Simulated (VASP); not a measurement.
# BaAu3 (Pm-3m) in VASP: notebook

BaAu3 is run at these levels: PBE, r2SCAN; tasks: single point.

All numbers are computed with VASP 6.6.1; they aren't measurements. Logs are shortened: lines on timing, memory, paths and dates and some standing lists are left out, and cuts for length are marked.

## (1) The cell of the first run

Symmetry: Pm-3m, No. 221, cubic system. Conventional cell: a = 4.807 Å, b = 4.807 Å, c = 4.807 Å, α = 90.00°, β = 90.00°, γ = 90.00°. Within 4.5 Å of Ba (site symmetry m-3m) lie 12 Au at 3.40 Å. Au (site symmetry 4/mmm) has 4 Ba at 3.40 Å and 8 Au at 3.40 Å within 4.5 Å.

## (2) Single point, PBE (volume scaled by 1.100)

Contents of INCAR:

```
SYSTEM = BaAu3
ALGO = Normal
EDIFF = 1E-6
ENCUT = 520
GGA = PE
ISIF = 2
ISMEAR = 0
LASPH = .TRUE.
LCHARG = .FALSE.
LREAL = .FALSE.
LWAVE = .FALSE.
NBANDS = 30
NELM = 60
PREC = Accurate
SIGMA = 0.05
```

Contents of KPOINTS:

```
k-points
0
G
  8 8 8
  0 0 0
```

Contents of POSCAR:

```
BaAu3
1.0
    4.8069827772      0.0000000000      0.0000000000
    0.0000000000      4.8069827772      0.0000000000
    0.0000000000      0.0000000000      4.8069827772
Ba Au
1 3
Direct
    0.0000000000      0.0000000000      0.0000000000
    0.0000000000      0.5000000000      0.5000000000
    0.5000000000      0.5000000000      0.0000000000
    0.5000000000      0.0000000000      0.5000000000
```

Potentials or basis: VASP PAW PBE potentials, release 64 (Ba_sv, Au).

Launch:

```console
> cat potpaw_PBE.64/Ba_sv/POTCAR potpaw_PBE.64/Au/POTCAR > POTCAR
> mpirun -np 1 vasp_std > vasp.out
```

OUTCAR:

```text
SYSTEM = BaAu3
   EDIFF = 1E-6
   ENCUT = 520
   GGA = PE
   ISIF = 2
   ISMEAR = 0
   LASPH = .TRUE.
   LREAL = .FALSE.
   NELM = 60
   PREC = Accurate

 ion  position               nearest neighbor table
   1  0.000  0.000  0.000-   2 3.40   3 3.40   4 3.40   2 3.40   4 3.40   2 3.40   3 3.40   2 3.40
                             3 3.40   4 3.40   4 3.40   3 3.40
   2  0.000  0.500  0.500-   1 3.40   3 3.40   4 3.40   1 3.40   3 3.40   1 3.40   4 3.40   1 3.40
                             3 3.40   4 3.40   3 3.40   4 3.40
   3  0.500  0.500  0.000-   1 3.40   2 3.40   4 3.40   2 3.40   4 3.40   1 3.40   4 3.40   4 3.40
                             1 3.40   2 3.40   2 3.40   1 3.40
   4  0.500  0.000  0.500-   1 3.40   2 3.40   3 3.40   1 3.40   3 3.40   2 3.40   3 3.40   3 3.40
                             1 3.40   2 3.40   1 3.40   2 3.40

  LATTYP: Found a simple cubic cell.
 ALAT       =     4.8069827772

  Lattice vectors:

 A1 = (   4.8069827772,   0.0000000000,   0.0000000000)
 A2 = (   0.0000000000,   4.8069827772,   0.0000000000)
 A3 = (   0.0000000000,   0.0000000000,   4.8069827772)

Analysis of symmetry for initial positions (statically):
=====================================================================
 Subroutine PRICEL returns:
 Original cell was already a primitive cell.

 Routine SETGRP: Setting up the symmetry group for a
 simple cubic supercell.

 Subroutine GETGRP returns: Found 48 space group operations
 (whereof 48 operations were pure point group operations)
 out of a pool of 48 trial point group operations.

The static configuration has the point symmetry O_h .

Analysis of symmetry for dynamics (positions and initial velocities):
=====================================================================
 Subroutine PRICEL returns:
 Original cell was already a primitive cell.

 Routine SETGRP: Setting up the symmetry group for a
 simple cubic supercell.

 Subroutine GETGRP returns: Found 48 space group operations
 (whereof 48 operations were pure point group operations)
 out of a pool of 48 trial point group operations.

The dynamic configuration has the point symmetry O_h .

 Subroutine INISYM returns: Found 48 space group operations
 (whereof 48 operations are pure point group operations),
 and found     1 'primitive' translations

----------------------------------------------------------------------------------------

[... 90 lines left out ...]
   ISPIN  =      1    spin polarized calculation?
   LNONCOLLINEAR =      F non collinear calculations
   LSORBIT =      F    spin-orbit coupling
   LASPH  =      T    aspherical Exc in radial PAW
   ENCUT  =  520.0 eV  38.22 Ry    6.18 a.u.   8.94  8.94  8.94*2*pi/ulx,y,z
   NELM   =     60;   NELMIN=  2; NELMDL= -5     # of ELM steps
   EDIFF  = 0.1E-05   stopping-criterion for ELM
   LREAL  =      F    real-space projection
   EDIFFG = 0.1E-04   stopping-criterion for IOM
   NSW    =      0    number of steps for IOM
   IBRION =     -1    ionic relax: 0-MD 1-quasi-New 2-CG
   NFREE  =      0    steps in history (QN), initial steepest desc. (CG)
   ISIF   =      2    stress and relaxation
   ISYM   =      2    0-nonsym 1-usesym 2-fastsym
   POTIM  = 0.5000    time-step for ionic-motion
   TEBEG  =    0.0;   TEEND  =   0.0 temperature during run
   PSTRESS=    0.0 pullay stress
   NELECT =      43.0000    total number of electrons
   NUPDOWN=      -1.0000    fix difference up-down
   EMIN   =  10.00;   EMAX   =-10.00  energy-range for DOS
   EFERMI =   0.00;   METHOD = LEGACY
   ISMEAR =     0;   SIGMA  =   0.05  broadening in eV -4-tet -1-fermi 0-gaus
   EFERMI_NEDOS =   21; number of points for ismear=-14 and -15
   IALGO  =     38    algorithm
   IMIX   =      4    mixing-type and parameters
     AMIX     =   0.40;   BMIX     =  1.00
     AMIX_MAG =   1.60;   BMIX_MAG =  1.00
  volume/ion in A,a.u.               =      27.77       187.39
  Fermi-wavevector in a.u.,A,eV,Ry     =   1.193141  2.254709 19.369054  1.423585
  Thomas-Fermi vector in A             =   2.329162
   LORBIT       =      0    0 simple, 1 ext, 2 COOP (PROOUT), +10 PAW based schemes
   GGA     = PE    functional components
   LHFCALC =     F    Hartree Fock is set to
   AEXX    =    0.0000 exact exchange contribution
   IVDW    =     0    specifies the selected vdW correction
   LEPSILON=     F    determine dielectric tensor
   LRPA    =     F    only Hartree local field effects (RPA)
 non-spin polarized calculation
 Gauss-broadening in eV      SIGMA  =   0.05
  energy-cutoff  :      520.00
  volume of cell :      111.08
 maximum number of plane-waves:      3016
 NGX is ok and might be reduce to    36
   NGX = 17   NGY = 17   NGZ = 17

 number of electron      43.0000008 magnetization

 Free energy of the ion-electron system (eV)
  ---------------------------------------------------
  ext. energy  EPLUGINS =         0.00000000
  ---------------------------------------------------
  free energy    TOTEN  =       -12.49773814 eV

  energy without entropy =      -12.49338696  energy(sigma->0) =      -12.49556255

 E-fermi :   4.0220     XC(G=0): -10.0905

 val. band max:        3.9992865972   @ k =   0.3750   0.2500   0.1250
 cond. band min:       4.0243725342   @ k =   0.3750   0.2500   0.2500
 fundamental gap:      0.0250859370
 Fermi energy:         4.0220294856

 k-point     1 :       0.0000    0.0000    0.0000
  band No.  band energies     occupation
      1     -23.1955      2.00000
      2      -8.4253      2.00000
      3      -8.4253      2.00000
      4      -8.4253      2.00000
      5      -1.5570      2.00000
      6      -0.1573      2.00000
[... 781 lines left out ...]
     29      10.0236      0.00000
     30      11.5095      0.00000

 [... further k-points ...]
[... 5 lines left out ...]
  --------------------------------------------------------------------------------------
  -------------------------------------------------------------------------------------
  Total       -2.1380229     -2.1380229     -2.1380229     -0.0000000      0.0000000      0.0000000
  in kB      -30.8393517    -30.8393517    -30.8393517     -0.0000000      0.0000000      0.0000000
  external PRESSURE =     -30.8393517 kB  Pullay stress =       0.0000000 kB

 VOLUME and BASIS-vectors are now :
 -----------------------------------------------------------------------------
  energy-cutoff  :      520.00
  volume of cell :      111.08
      direct lattice vectors                 reciprocal lattice vectors
     4.806982777  0.000000000  0.000000000     0.208030702  0.000000000  0.000000000
     0.000000000  4.806982777  0.000000000     0.000000000  0.208030702  0.000000000
     0.000000000  0.000000000  4.806982777     0.000000000  0.000000000  0.208030702

 POSITION                                       TOTAL-FORCE (eV/Angst)
 -----------------------------------------------------------------------------------
      0.00000      0.00000      0.00000         0.000000      0.000000      0.000000
      0.00000      2.40349      2.40349         0.000000      0.000000      0.000000
      2.40349      2.40349      0.00000         0.000000      0.000000      0.000000
      2.40349      0.00000      2.40349         0.000000      0.000000      0.000000
 -----------------------------------------------------------------------------------
    total drift:                                0.000000      0.000000      0.000000

  FREE ENERGIE OF THE ION-ELECTRON SYSTEM (eV)
  ---------------------------------------------------
  free  energy   TOTEN  =       -12.4977381428 eV

  energy  without entropy=      -12.4933869558  energy(sigma->0) =      -12.49556255
```

OSZICAR:

```text
N       E                     dE             d eps       ncg     rms          rms(c)
DAV:   1     0.261295854227E+03    0.26130E+03   -0.20421E+04  2100   0.130E+03
DAV:   2    -0.155512682466E+01   -0.26285E+03   -0.24808E+03  2418   0.270E+02
DAV:   3    -0.132823738937E+02   -0.11727E+02   -0.11549E+02  2624   0.517E+01
DAV:   4    -0.135405775268E+02   -0.25820E+00   -0.25792E+00  2720   0.703E+00
DAV:   5    -0.135439521428E+02   -0.33746E-02   -0.33744E-02  2532   0.719E-01    0.753E+00
DAV:   6    -0.125137827878E+02    0.10302E+01   -0.52366E+00  2416   0.124E+01    0.427E+00
DAV:   7    -0.125051067550E+02    0.86760E-02   -0.15080E-01  2258   0.203E+00    0.262E+00
DAV:   8    -0.124978242056E+02    0.72825E-02   -0.15790E-02  2390   0.834E-01    0.163E-01
DAV:   9    -0.124976035500E+02    0.22066E-03   -0.20961E-03  2322   0.283E-01    0.604E-02
DAV:  10    -0.124977314708E+02   -0.12792E-03   -0.21279E-04  2284   0.890E-02    0.232E-02
DAV:  11    -0.124977383604E+02   -0.68896E-05   -0.16706E-05  2714   0.199E-02    0.579E-03
DAV:  12    -0.124977381428E+02    0.21757E-06   -0.12084E-06  1864   0.513E-03
   1 F= -.12497738E+02 E0= -.12495563E+02  d E =-.435119E-02
```

Wall time 39 s (1 thread of Intel Xeon 6975P-C (Granite Rapids), shared host); peak memory 0.26 GiB.

Results:

```
Free energy : -12.4977 eV
Pressure    : -3.1 GPa
```

Caveat: the cell differs from its parent crystal (volume scaled by 1.100); spin-orbit coupling is left out, which moves the levels of the heavy elements.

## (3) Single point, r2SCAN

This run uses another cell than the first one, of 25.24 Å³/atom, 0.909 times its volume.

Contents of POSCAR:

```
BaAu3
1.0
    4.6566650904      0.0000000000      0.0000000000
    0.0000000000      4.6566650904      0.0000000000
    0.0000000000      0.0000000000      4.6566650904
Ba Au
1 3
Direct
    0.0000000000      0.0000000000      0.0000000000
    0.0000000000      0.5000000000      0.5000000000
    0.5000000000      0.5000000000      0.0000000000
    0.5000000000      0.0000000000      0.5000000000
```

Contents of INCAR.step1:

```
ALGO = Normal ; EDIFF = 1E-4
ENCUT = 520 ; GGA = PE
ISMEAR = 0 ; LASPH = True
LCHARG = False ; LREAL = False
LWAVE = True ; NBANDS = 30
NELM = 80 ; PREC = Accurate
SIGMA = 0.05
```

Contents of INCAR.step2:

```
ALGO = Normal ; EDIFF = 1E-6
ENCUT = 520 ; ISIF = 2
ISMEAR = 0 ; ISTART = 1
LASPH = True ; LCHARG = False
LMIXTAU = True ; LREAL = False
LWAVE = False ; METAGGA = R2SCAN
NBANDS = 30 ; NELM = 80
PREC = Accurate ; SIGMA = 0.05
```

Contents of KPOINTS:

```
k-points
0
Gamma
  8 8 8
```

Potentials or basis: VASP PAW PBE potentials, release 64 (Ba_sv, Au).

Launch:

```console
> cat potpaw_PBE.64/Ba_sv/POTCAR potpaw_PBE.64/Au/POTCAR > POTCAR
> cp INCAR.step1 INCAR
> mpirun -np 1 vasp_std > vasp.out
> cp INCAR.step2 INCAR
> mpirun -np 1 vasp_std > vasp.out
```

OUTCAR:

```text
EDIFF = 1E-6
   ENCUT = 520
   ISIF = 2
   ISMEAR = 0
   ISTART = 1
   LASPH = True
   LREAL = False
   METAGGA = R2SCAN
   NELM = 80
   PREC = Accurate

 ion  position               nearest neighbor table
   1  0.000  0.000  0.000-   2 3.29   3 3.29   4 3.29   2 3.29   4 3.29   2 3.29   3 3.29   2 3.29
                             3 3.29   4 3.29   4 3.29   3 3.29
   2  0.000  0.500  0.500-   1 3.29   3 3.29   4 3.29   1 3.29   3 3.29   1 3.29   4 3.29   1 3.29
                             3 3.29   4 3.29   3 3.29   4 3.29
[... 998 lines left out ...]
  --------------------------------------------------------------------------------------
  -------------------------------------------------------------------------------------
  Total       -0.2455799     -0.2455799     -0.2455799      0.0000000      0.0000000      0.0000000
  in kB       -3.8965339     -3.8965339     -3.8965339      0.0000000      0.0000000      0.0000000
  external PRESSURE =      -3.8965339 kB  Pullay stress =       0.0000000 kB

 VOLUME and BASIS-vectors are now :
 -----------------------------------------------------------------------------
  energy-cutoff  :      520.00
  volume of cell :      100.98
      direct lattice vectors                 reciprocal lattice vectors
     4.656665090  0.000000000  0.000000000     0.214745957  0.000000000  0.000000000
     0.000000000  4.656665090  0.000000000     0.000000000  0.214745957  0.000000000
     0.000000000  0.000000000  4.656665090     0.000000000  0.000000000  0.214745957

 POSITION                                       TOTAL-FORCE (eV/Angst)
 -----------------------------------------------------------------------------------
      0.00000      0.00000      0.00000         0.000000      0.000000      0.000000
      0.00000      2.32833      2.32833         0.000000      0.000000      0.000000
      2.32833      2.32833      0.00000         0.000000      0.000000      0.000000
      2.32833      0.00000      2.32833         0.000000      0.000000      0.000000
 -----------------------------------------------------------------------------------
    total drift:                                0.000000      0.000000      0.000000

  FREE ENERGIE OF THE ION-ELECTRON SYSTEM (eV)
  ---------------------------------------------------
  free  energy   TOTEN  =      -179.2859886126 eV

  energy  without entropy=     -179.2818282363  energy(sigma->0) =     -179.28390842
```

OSZICAR.step1:

```text
N       E                     dE             d eps       ncg     rms          rms(c)
DAV:   1     0.265944335220E+03    0.26594E+03   -0.20836E+04  2100   0.132E+03
DAV:   2    -0.238920426526E+01   -0.26833E+03   -0.25415E+03  2378   0.279E+02
DAV:   3    -0.136819898158E+02   -0.11293E+02   -0.11100E+02  2592   0.517E+01
DAV:   4    -0.139300220515E+02   -0.24803E+00   -0.24769E+00  2626   0.697E+00
DAV:   5    -0.139349983340E+02   -0.49763E-02   -0.49755E-02  2530   0.885E-01    0.912E+00
DAV:   6    -0.126095920902E+02    0.13254E+01   -0.66802E+00  2404   0.142E+01    0.521E+00
DAV:   7    -0.125950487853E+02    0.14543E-01   -0.20641E-01  2274   0.242E+00    0.324E+00
DAV:   8    -0.125834771889E+02    0.11572E-01   -0.16515E-02  2362   0.859E-01    0.196E-01
DAV:   9    -0.125830746501E+02    0.40254E-03   -0.23812E-03  2394   0.306E-01    0.576E-02
DAV:  10    -0.125831635845E+02   -0.88934E-04   -0.16876E-04  1880   0.794E-02
   1 F= -.12583164E+02 E0= -.12581058E+02  d E =-.421217E-02
```

Run time: 3.2 min. Hardware: 1 thread of Intel Xeon Platinum 8488C (Sapphire Rapids), shared host; peak memory 0.27 GiB.

Results:

- Free energy: -179.2860 eV
- Pressure: -0.4 GPa

Caveat: the PAW data sets were made with another functional, which shifts forces and pressure a little; spin-orbit coupling is left out, which moves the levels of the heavy elements.
